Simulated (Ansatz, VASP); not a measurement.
Two plane-wave programs on Al

```
CELL_PARAMETERS angstrom
0.00000 1.99669 1.99669
1.99669 0.00000 1.99669
1.99669 1.99669 0.00000
ATOMIC_POSITIONS crystal
Al 0.00000 0.00000 0.00000
```

Alike in both runs: task single point; functional r2SCAN; k mesh 8 × 8 × 8; occupations fermi-dirac, width 0.1 eV; no spin polarisation.

```csv
,VASP,Ansatz
version,VASP 6.6.1,Ansatz 0.2.0
potentials or method,"VASP PAW PBE potentials, release 64 (Al), cutoff 520 eV","plane waves (500 eV) with PAW, scalar-relativistic"
valence electrons in the cell,3,3
```

```csv
,VASP,Ansatz,Ansatz less VASP
pressure (GPa),0.0,0.3,+0.32
```

VASP's potentials were made for PBE, not for r2SCAN.
